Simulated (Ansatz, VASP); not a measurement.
# HfN: VASP beside Ansatz

The input INCAR:

```
SYSTEM = HfN
ALGO = Normal
EDIFF = 1E-7
ENCUT = 520
GGA = PE
ISIF = 2
ISMEAR = 0
LASPH = .TRUE.
LCHARG = .TRUE.
LELF = .TRUE.
LREAL = .FALSE.
LVHAR = .TRUE.
LWAVE = .FALSE.
NBANDS = 14
NELM = 100
PREC = Accurate
SIGMA = 0.15
```

KPOINTS

```
k-points
0
G
  18 18 18
  0 0 0
```

File POSCAR:

```
HfN
1.0
    0.0000000000      2.3493600000      2.3493600000
    2.3493600000      0.0000000000      2.3493600000
    2.3493600000      2.3493600000      0.0000000000
Hf N
1 1
Direct
    0.0000000000      0.0000000000      0.0000000000
    0.5000000000      0.5000000000      0.5000000000
```

Input for Ansatz:

```yaml
crystal:
  lattice:
    - [0.0, 2.34936, 2.34936]
    - [2.34936, 0.0, 2.34936]
    - [2.34936, 2.34936, 0.0]
  atoms:
    - { symbol: Hf, position: [0.0, 0.0, 0.0] }
    - { symbol: "N", position: [0.5, 0.5, 0.5] }
basis:
  ecutwfc: 420
kpoints:
  mp_grid: { grid: [18, 18, 18] }
hamiltonian:
  xc: pbe
scf:
  occupations: { method: gaussian, width: 0.15 }
output:
  forces: true
  stress: true
  eigenvalues: true
  write_density: true
  write_potential: true
  elf: true
  volumetric_format: npy
```

Change from the starting cell: strain +0.040 along x and y, +0.040 along z, atoms carried along.

Alike in both runs: task single point; functional PBE; k mesh 18 × 18 × 18; occupations gaussian, width 0.15 eV; no spin polarisation.

|  | VASP | Ansatz |
| --- | --- | --- |
| version | VASP 6.6.1 | Ansatz 0.2.0 |
| potentials or method | VASP PAW PBE potentials, release 64 (Hf_pv, N), cutoff 520 eV | scalar-relativistic, plane waves, PAW |
| valence electrons in the cell | 15 | 31 |

VASP gave:

* gap on the k mesh at the Fermi level (eV): none
* pressure (GPa): -22.9

**Question.** What did Ansatz give for the same quantities?

**Answer.** gap on the k mesh at the Fermi level (eV): none; pressure (GPa): -20.9.

A gap of «none» marks a metal or a gap that the smearing closes. The functional is the same, so the differences come from potentials, cutoffs and numerics. VASP's potentials hold 15 valence electrons a cell and Ansatz's 31, so a difference there can come from the potentials and not from the codes.

Spin-orbit coupling is off throughout.
